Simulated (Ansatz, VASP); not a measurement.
O in VASP and in Ansatz

INCAR

```
PREC     = Accurate       # precision mode
ENCUT    = 520            # plane-wave cutoff, eV
EDIFF    = 1E-7           # SCF threshold, eV
ISMEAR   = -1             # smearing method
SIGMA    = 0.01           # smearing width, eV
LREAL    = False          # projectors in reciprocal space
LASPH    = True           # aspherical terms in the spheres
NELM     = 100            # most SCF steps
ALGO     = Fast           # electronic algorithm
ISIF     = 2              # what is computed and relaxed
LWAVE    = False          # write WAVECAR
LCHARG   = True           # write CHGCAR
GGA      = PE             # functional
LELF     = True           # ELF
LVHAR    = True         
NBANDS   = 13             # bands
```

File KPOINTS:

```
regular mesh
0
Gamma
  11 11 11
```

The input POSCAR:

```
O
1.0
    1.4377996365      0.8301140071      3.3401340000
   -1.4377996365      0.8301140071      3.3401340000
    0.0000000000     -1.6602280144      3.3401340000
O
2
Direct
    0.0577000000      0.0577000000      0.0577000000
    0.9423000000      0.9423000000      0.9423000000
```

Input for Ansatz:

```yaml
crystal:
  lattice:
    - [1.4377996365, 0.8301140071, 3.340134]
    - [-1.4377996365, 0.8301140071, 3.340134]
    - [0.0, -1.6602280144, 3.340134]
  atoms:
    - { symbol: O, position: [0.0577, 0.0577, 0.0577] }
    - { symbol: O, position: [0.9423, 0.9423, 0.9423] }
kpoints:
  mp_grid: { grid: [11, 11, 11] }
scf:
  occupations: { method: fermi_dirac, width: 0.01 }
hamiltonian:
  xc: pbe
  pseudopotentials: { kind: all_electron, lapw: { basis_error: 0.001 } }
output:
  forces: true
  stress: true
  eigenvalues: true
```

Change from the starting cell: z stretched by -2 % at fixed volume.

Alike in both runs: task single point; functional PBE; k mesh 11 × 11 × 11; occupations fermi-dirac, width 0.01 eV; no spin polarisation.

```csv
,VASP,Ansatz
version,VASP 6.6.1,Ansatz 0.2.0
potentials or method,"VASP PAW PBE potentials, release 64 (O), cutoff 520 eV","all-electron LAPW, scalar-relativistic"
```

|  | VASP | Ansatz | Ansatz less VASP |
| --- | --- | --- | --- |
| pressure (GPa) | 16.3 | 11.5 | -4.83 |
| traceless stress, the component that is largest in VASP (GPa) | 44.99 | 34.61 | -10.381 |
| rms of the force components (eV/Å) | 4.017 | 2.838 | -1.1787 |

Atom by atom the forces differ by 1.179 eV/Å (rms over components). One of these differences is far larger than is usual between the two programs; its cause wasn't traced. Ansatz ran all-electron here, and VASP with PAW potentials.

Noted on VASP's run: the standard files for N, O and F lose accuracy on very short bonds; spin is off for a triplet molecule.
